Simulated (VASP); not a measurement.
Write the native input for VASP 6.6.1 that does the following.

| Quantity | Value |
| --- | --- |
| Task | single point |
| Functional | PBE |
| Potentials or basis | VASP PAW PBE potentials, release 64 (Ca_sv) |
| Cutoff | 520 eV |
| k mesh | 14 × 14 × 14 |
| Occupations | gaussian, width 0.15 eV |
| Spin | no spin polarisation |
| Dipole correction | no |
| Further INCAR settings | ALGO = Normal; EDIFF = 1e-07; NBANDS = 11 |

The structure of Ca lies in POSCAR:

```
Ca
1.0
    0.0000000000      2.7103740000      2.8361130000
    2.7103740000      0.0000000000      2.8361130000
    2.7103740000      2.7103740000      0.0000000000
Ca
1
Direct
    0.0000000000      0.0000000000      0.0000000000
```

This cell differs from its parent crystal: strain -0.030 along x and y, +0.015 along z.

The input as run:

INCAR

```
PREC = Accurate ; ENCUT = 520
EDIFF = 1E-7 ; ISMEAR = 0
SIGMA = 0.15 ; LREAL = F
LASPH = T ; NELM = 80
ALGO = Normal ; ISIF = 2
LWAVE = F ; LCHARG = F
GGA = PE ; NBANDS = 11
```

KPOINTS

```
Automatic mesh
0
Gamma
  14 14 14
```

Potentials or basis: VASP PAW PBE potentials, release 64 (Ca_sv).

Command:

```sh
$ cat potpaw_PBE.64/Ca_sv/POTCAR > POTCAR
$ mpirun -np 1 vasp_std > vasp.out
```

Results of the run:

The pressure is 0.2 GPa. The band gap on the k mesh is zero (band 5 reaches 2.18 eV, above the bottom of band 6 at 1.86 eV).

Caveat: the cell differs from its parent crystal (strain -0.030 along x and y, +0.015 along z).

Wall time 86 s on 1 thread of Intel(R) Xeon(R) Platinum 8488C (Sapphire Rapids) (shared host), peak memory 0.25 GiB.
